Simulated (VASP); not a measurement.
Ga:

```xyz
1
Lattice="-1.3844 1.3844 2.3112 1.3844 -1.3844 2.3112 1.3844 1.3844 -2.3112" Properties=species:S:1:pos:R:3 pbc="T T T"
Ga    0.0000    0.0000    0.0000
```

| Property | Result |
| --- | --- |
| Program | VASP 6.6.1 |
| Task | relaxation of cell and atoms |
| Functional | PBE |
| Potentials or basis | VASP PAW PBE potentials, release 64 (Ga_d) |
| Cutoff | 600 eV |
| k mesh | 13 × 13 × 13 |
| Occupations | fermi-dirac, width 0.05 eV |
| Spin | no spin polarisation |

At the start: pressure 3.5 GPa; volume 17.72 Å³/atom.

Task: How do energy, volume and symmetry change on relaxing?

Result: Over 26 steps the energy falls by 15.8 meV/atom and the volume is 18.95 Å³/atom (+6.9 %); space group I4/mmm (No. 139, to 0.1 Å) before and after.

The path:
```
step  energy change (eV)  largest force (eV/Å)  pressure (GPa)  volume (Å³)
   1              0.0000                0.0000            3.51        17.72
   2             -0.0117                0.0000            0.35        18.73
   3             -0.0118                0.0000           -0.25        18.88
   4             -0.0118                0.0000            0.15        18.82
   5             -0.0118                0.0000            0.01        18.85
   6             -0.0118                0.0000            0.03        18.85
   7             -0.0119                0.0000            0.01        18.84
   8             -0.0119                0.0000            0.01        18.83
   9             -0.0124                0.0000            0.06        18.82
  10             -0.0148                0.0000            0.47        18.78
  11             -0.0130                0.0000            0.91        18.69
  12             -0.0154                0.0000            0.51        18.75
  13             -0.0155                0.0000            0.60        18.76
  14             -0.0155                0.0000            0.53        18.76
  15             -0.0155                0.0000            0.55        18.76
  16             -0.0155                0.0000            0.50        18.76
  17             -0.0155                0.0000            0.43        18.76
  18             -0.0155                0.0000            0.48        18.77
  19             -0.0155                0.0000            0.50        18.78
  20             -0.0156                0.0000            0.44        18.80
  21             -0.0157                0.0000            0.33        18.84
  22             -0.0157                0.0000            0.06        18.92
  23             -0.0157                0.0000            0.20        18.87
  24             -0.0157                0.0000            0.17        18.88
  25             -0.0158                0.0000            0.16        18.90
  26             -0.0158                0.0000            0.04        18.95
```

Final structure:
```yaml
crystal:
  lattice:
    - [-1.44601, 1.44601, 2.26543]
    - [1.44601, -1.44601, 2.26543]
    - [1.44601, 1.44601, -2.26543]
  atoms:
    - { symbol: Ga, position: [0.00000, 0.00000, 0.00000] }
```
